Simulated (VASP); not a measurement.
# AlIn2N3 (P6/mmm) in VASP: further runs, part 2 of 2

VASP 6.6.1. The steps go on from the part before.

## Step 3: Single point, PBE, collinear spin, ferromagnetic start

This run uses another cell than the first one, of 15.32 Å³/atom, 0.932 times its volume.

Contents of INCAR:

```
PREC = Accurate ; ENCUT = 520
EDIFF = 1E-7 ; ISMEAR = 0
SIGMA = 0.1 ; LREAL = False
LASPH = True ; NELM = 150
ALGO = Normal ; ISIF = 2
LWAVE = False ; LCHARG = True
ISPIN = 2 ; MAGMOM = 0 0 0 0.65 0.65 0.65
LORBIT = 11 ; GGA = PE
LELF = True ; LVHAR = True
NBANDS = 35
```

Contents of KPOINTS:

```
regular mesh
0
Gamma
  6 6 12
```

Contents of POSCAR:

```
AlIn2N3
1.0
    5.9084399885      0.0000000000      0.0000000000
   -2.9542199942      5.1168591268      0.0000000000
    0.0000000000      0.0000000000      3.0409808651
Al In N
1 2 3
Direct
    0.0000000000      0.0000000000      0.0000000000
    0.3333333333      0.6666666667      0.0000000000
    0.6666666667      0.3333333333      0.0000000000
    0.5000000000      0.0000000000      0.5000000000
    0.5000000000      0.5000000000      0.5000000000
    0.0000000000      0.5000000000      0.5000000000
```

Potentials or basis: VASP PAW PBE potentials, release 64 (Al, In_d, N).

Run with:

```console
$ cat potpaw_PBE.64/Al/POTCAR potpaw_PBE.64/In_d/POTCAR potpaw_PBE.64/N/POTCAR > POTCAR
$ mpirun -np 1 vasp_std > vasp.out
```

OUTCAR:

```text
PREC = Accurate
   ENCUT = 520
   EDIFF = 1E-7
   ISMEAR = 0
   LREAL = False
   LASPH = True
   NELM = 150
   ISIF = 2
   ISPIN = 2
   LORBIT = 11
   GGA = PE

 ion  position               nearest neighbor table
   1  0.000  0.000  0.000-   2 3.41   3 3.41   2 3.41   3 3.41   3 3.41   2 3.41
   2  0.333  0.667  0.000-   4 2.28   4 2.28   6 2.28   6 2.28   5 2.28   5 2.28   1 3.41   3 3.41
                             3 3.41   1 3.41   1 3.41   3 3.41
   3  0.667  0.333  0.000-   4 2.28   4 2.28   6 2.28   6 2.28   5 2.28   5 2.28   1 3.41   2 3.41
                             2 3.41   1 3.41   1 3.41   2 3.41
   4  0.500  0.000  0.500-   2 2.28   3 2.28   2 2.28   3 2.28
   5  0.500  0.500  0.500-   2 2.28   3 2.28   2 2.28   3 2.28
   6  0.000  0.500  0.500-   2 2.28   3 2.28   2 2.28   3 2.28

  LATTYP: Found a hexagonal cell.
 ALAT       =     5.9084399885
 C/A-ratio  =     0.5146842265

  Lattice vectors:

 A1 = (   5.9084399885,   0.0000000000,   0.0000000000)
 A2 = (  -2.9542199942,   5.1168591268,   0.0000000000)
 A3 = (   0.0000000000,   0.0000000000,   3.0409808651)

Analysis of symmetry for initial positions (statically):
=====================================================================
 Subroutine PRICEL returns:
 Original cell was already a primitive cell.

 Routine SETGRP: Setting up the symmetry group for a
 hexagonal supercell.

 Subroutine GETGRP returns: Found 24 space group operations
 (whereof 24 operations were pure point group operations)
 out of a pool of 24 trial point group operations.

The static configuration has the point symmetry D_6h.

Analysis of symmetry for dynamics (positions and initial velocities):
=====================================================================
 Subroutine PRICEL returns:
 Original cell was already a primitive cell.

 Routine SETGRP: Setting up the symmetry group for a
 hexagonal supercell.

 Subroutine GETGRP returns: Found 24 space group operations
 (whereof 24 operations were pure point group operations)
 out of a pool of 24 trial point group operations.
[... 184 lines left out ...]
      2      -8.5482      1.00000
      3      -8.5482      1.00000
      4      -7.9623      1.00000
      5      -7.7171      1.00000
      6      -7.5876      1.00000
[... 877 lines left out ...]
     33      16.3095      0.00000
     34      17.1462      0.00000

 [... further k-points ...]

 spin component 2

 k-point     1 :       0.0000    0.0000    0.0000
  band No.  band energies     occupation
      1      -8.8019      1.00000
      2      -8.2242      1.00000
      3      -8.2242      1.00000
      4      -7.9585      1.00000
      5      -7.6186      1.00000
      6      -7.5844      1.00000
[... 877 lines left out ...]
     33      16.5229      0.00000
     34      17.1690      0.00000

 [... further k-points ...]

 [bands above 34 left out]

------------------------ aborting loop because EDIFF is reached ----------------------------------------

  FORCE on cell =-STRESS in cart. coord.  units (eV):
  Direction    XX          YY          ZZ          XY          YZ          ZX
  --------------------------------------------------------------------------------------
  -------------------------------------------------------------------------------------
  Total        0.0660834      0.0660834      0.1106495      0.0000000     -0.0000000      0.0000000
  in kB        1.1516306      1.1516306      1.9282793      0.0000000     -0.0000000      0.0000000
  external PRESSURE =       1.4105135 kB  Pullay stress =       0.0000000 kB

 VOLUME and BASIS-vectors are now :
 -----------------------------------------------------------------------------
  energy-cutoff  :      520.00
  volume of cell :       91.94
      direct lattice vectors                 reciprocal lattice vectors
     5.908439988  0.000000000  0.000000000     0.169249413  0.097716194  0.000000000
    -2.954219994  5.116859127  0.000000000     0.000000000  0.195432388  0.000000000
     0.000000000  0.000000000  3.040980865     0.000000000  0.000000000  0.328841267

 POSITION                                       TOTAL-FORCE (eV/Angst)
 -----------------------------------------------------------------------------------
      0.00000      0.00000      0.00000        -0.000000      0.000000      0.000000
     -0.00000      3.41124      0.00000        -0.000000      0.000000      0.000000
      2.95422      1.70562      0.00000         0.000000     -0.000000      0.000000
      2.95422      0.00000      1.52049        -0.000000      0.000000      0.000000
      1.47711      2.55843      1.52049        -0.000000      0.000000      0.000000
     -1.47711      2.55843      1.52049        -0.000000      0.000000      0.000000
 -----------------------------------------------------------------------------------
    total drift:                               -0.000000      0.000000     -0.000000

  FREE ENERGIE OF THE ION-ELECTRON SYSTEM (eV)
  ---------------------------------------------------
  free  energy   TOTEN  =       -26.8735987126 eV

  energy  without entropy=      -26.8585983053  energy(sigma->0) =      -26.86609851

 total charge

# of ion       s       p       d       tot
------------------------------------------
    1        0.595   0.123   0.000   0.718
    2        0.687   0.677  10.008  11.373
    3        0.687   0.677  10.008  11.373
    4        1.300   2.254   0.000   3.554
    5        1.300   2.254   0.000   3.554
    6        1.300   2.254   0.000   3.554
--------------------------------------------------
tot          5.869   8.241  20.016  34.126

 magnetization (x)

# of ion       s       p       d       tot
------------------------------------------
    1        0.022  -0.022   0.000  -0.000
    2       -0.025  -0.020   0.027  -0.018
    3       -0.025  -0.020   0.027  -0.018
    4        0.011   0.498   0.000   0.509
    5        0.011   0.498   0.000   0.509
    6        0.011   0.498   0.000   0.509
--------------------------------------------------
tot          0.005   1.431   0.054   1.491
```

OSZICAR:

```text
N       E                     dE             d eps       ncg     rms          rms(c)
DAV:   1     0.436740047725E+03    0.43674E+03   -0.19422E+04  6936   0.151E+03
DAV:   2     0.366928637081E+02   -0.40005E+03   -0.37297E+03  7141   0.407E+02
DAV:   3    -0.285060545064E+02   -0.65199E+02   -0.61509E+02  8444   0.156E+02
DAV:   4    -0.326771821970E+02   -0.41711E+01   -0.41117E+01  8341   0.400E+01
[... 11 lines left out ...]
DAV:  16    -0.268735999474E+02   -0.41286E-04   -0.52013E-05  9835   0.537E-02    0.153E-02
DAV:  17    -0.268735990232E+02    0.92421E-06   -0.90454E-06  8858   0.169E-02    0.746E-03
DAV:  18    -0.268735985426E+02    0.48059E-06   -0.20912E-06  8781   0.827E-03    0.332E-03
DAV:  19    -0.268735986765E+02   -0.13393E-06   -0.45822E-07  7322   0.316E-03    0.283E-03
DAV:  20    -0.268735987126E+02   -0.36106E-07   -0.31897E-07  5858   0.403E-03
   1 F= -.26873599E+02 E0= -.26866099E+02  d E =-.150004E-01  mag=     1.9950
```

It took 3.1 min on 1 thread of Intel Xeon 6975P-C (Granite Rapids), shared host; peak memory 0.41 GiB.

What came out:

```yaml
Free_energy: -26.8736 eV
Pressure: 0.1 GPa
Band_gap_on_the_k_mesh: zero (filled and empty bands overlap)
Net_moment: 1.99 μB per cell
Site_moments: Al -0.00; In -0.02; N +0.51 μB
Valence_electrons_inside_the_program's_atomic_spheres: Al 0.72; In 11.37; N 3.55
```

Caveat: spin-orbit coupling is left out, which moves the levels of the heavy elements.
